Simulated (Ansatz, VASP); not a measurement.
AlN: VASP beside Ansatz

The input INCAR:

```
SYSTEM = AlN
  PREC = Accurate
  ENCUT = 520
  EDIFF = 1E-6
  ISMEAR = 0
  SIGMA = 0.05
  LREAL = .False.
  LASPH = .True.
  NELM = 60
  ALGO = Normal
  ISIF = 2
  LWAVE = .False.
  LCHARG = .False.
  GGA = PE
  NBANDS = 16
```

Contents of KPOINTS:

```
Automatic mesh
0
Gamma
  9 9 6
  0 0 0
```

Contents of POSCAR:

```
AlN
1.0
    2.9554520440      0.0000000000      0.0000000000
   -1.4777260220      2.5594965498      0.0000000000
    0.0000000000      0.0000000000      4.7291000000
Al N
2 2
Direct
    0.3333333333      0.6666666667      0.0000000000
    0.6666666667      0.3333333333      0.5000000000
    0.3333333333      0.6666666667      0.3850000000
    0.6666666667      0.3333333333      0.8850000000
```

Input for Ansatz:

```yaml
crystal:
  lattice:
    - [2.955452044, 0.0, 0.0]
    - [-1.477726022, 2.5594965498, 0.0]
    - [0.0, 0.0, 4.7291]
  atoms:
    - { symbol: Al, position: [0.3333333333, 0.6666666667, 0.0] }
    - { symbol: Al, position: [0.6666666667, 0.3333333333, 0.5] }
    - { symbol: "N", position: [0.3333333333, 0.6666666667, 0.385] }
    - { symbol: "N", position: [0.6666666667, 0.3333333333, 0.885] }
basis:
  ecutwfc: 420
kpoints:
  mp_grid: { grid: [9, 9, 6] }
hamiltonian:
  xc: pbe
scf:
  occupations: { method: gaussian, width: 0.05 }
output:
  forces: true
  stress: true
  eigenvalues: true
```

Change from the starting cell: strain -0.050 along x and y, -0.050 along z, atoms carried along.

Alike in both runs: task single point; functional PBE; k mesh 9 × 9 × 6; occupations gaussian, width 0.05 eV; no spin polarisation.

|  | VASP | Ansatz |
| --- | --- | --- |
| version | VASP 6.6.1 | Ansatz 0.2.0 |
| potentials or method | VASP PAW PBE potentials, release 64 (Al, N), cutoff 520 eV | scalar-relativistic, plane waves, PAW |
| valence electrons in the cell | 16 | 16 |

Ansatz gave:

| Property | Result |
| --- | --- |
| gap on the k mesh at the Fermi level (eV) | 5.09 |
| least direct gap on the mesh (eV) | 5.57 |
| pressure (GPa) | 47.1 |
| traceless stress, the component that is largest in VASP (GPa) | -4.77 |
| rms of the force components (eV/Å) | 0.107 |

Q: What did VASP give for the same quantities?

A: gap on the k mesh at the Fermi level (eV): 5.08; least direct gap on the mesh (eV): 5.59; pressure (GPa): 47.1; traceless stress, the component that is largest in VASP (GPa): -4.78; rms of the force components (eV/Å): 0.108.

Atom by atom the forces differ by 0.001 eV/Å (rms over components). Both programs put the cell under a high pressure, so it lies far from rest at this level. The functional is the same, so the differences come from potentials, cutoffs and numerics.
